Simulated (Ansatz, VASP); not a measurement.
## TePb: VASP beside Ansatz

The input INCAR:

```
SYSTEM = TePb
PREC = Accurate ; ENCUT = 520
EDIFF = 1E-7 ; ISMEAR = -1
SIGMA = 0.02 ; LREAL = .False.
LASPH = .True. ; NELM = 60
ALGO = Normal ; ISIF = 2
LWAVE = .False. ; LCHARG = .True.
GGA = PE ; LELF = .True.
LVHAR = .True. ; NBANDS = 28
```

File KPOINTS:

```
regular mesh
0
Gamma
  6 6 4
  0 0 0
```

POSCAR

```
TePb
1.0
    4.5714604761      0.0000000000      0.0000000000
   -2.2857302381      3.9590009047      0.0000000000
    0.0000000000      0.0000000000      7.9576965773
Pb Te
2 2
Direct
    0.0000000000      0.0000000000      0.0000000000
    0.0000000000      0.0000000000      0.5000000000
    0.3333333333      0.6666666667      0.2500000000
    0.6666666667      0.3333333333      0.7500000000
```

Input for Ansatz:

```yaml
crystal:
  lattice:
    - [4.5714604761, 0.0, 0.0]
    - [-2.2857302381, 3.9590009047, 0.0]
    - [0.0, 0.0, 7.9576965773]
  atoms:
    - { symbol: Pb, position: [0.0, 0.0, 0.0] }
    - { symbol: Pb, position: [0.0, 0.0, 0.5] }
    - { symbol: Te, position: [0.3333333333, 0.6666666667, 0.25] }
    - { symbol: Te, position: [0.6666666667, 0.3333333333, 0.75] }
kpoints:
  mp_grid: { grid: [6, 6, 4] }
hamiltonian:
  xc: pbe
scf:
  occupations: { method: fermi_dirac, width: 0.02 }
  n_extra_bands: 5
output:
  forces: true
  stress: true
  eigenvalues: true
```

Alike in both runs: task single point; functional PBE; k mesh 6 × 6 × 4; occupations fermi-dirac, width 0.02 eV; no spin polarisation.

```csv
,VASP,Ansatz
version,VASP 6.6.1,Ansatz 0.2.0
potentials or method,"VASP PAW PBE potentials, release 64 (Pb_d, Te)","plane waves, PAW"
plane-wave cutoff (eV),520,420
valence electrons in the cell,40,60
```

|  | VASP | Ansatz | Ansatz less VASP |
| --- | --- | --- | --- |
| pressure (GPa) | 0.0 | 0.0 | +0.03 |

With one functional, cell and mesh, what is left measures potentials, basis and numerics. VASP's potentials hold 40 valence electrons a cell and Ansatz's 60, so a difference there can come from the potentials and not from the codes.

Spin-orbit coupling is off throughout.
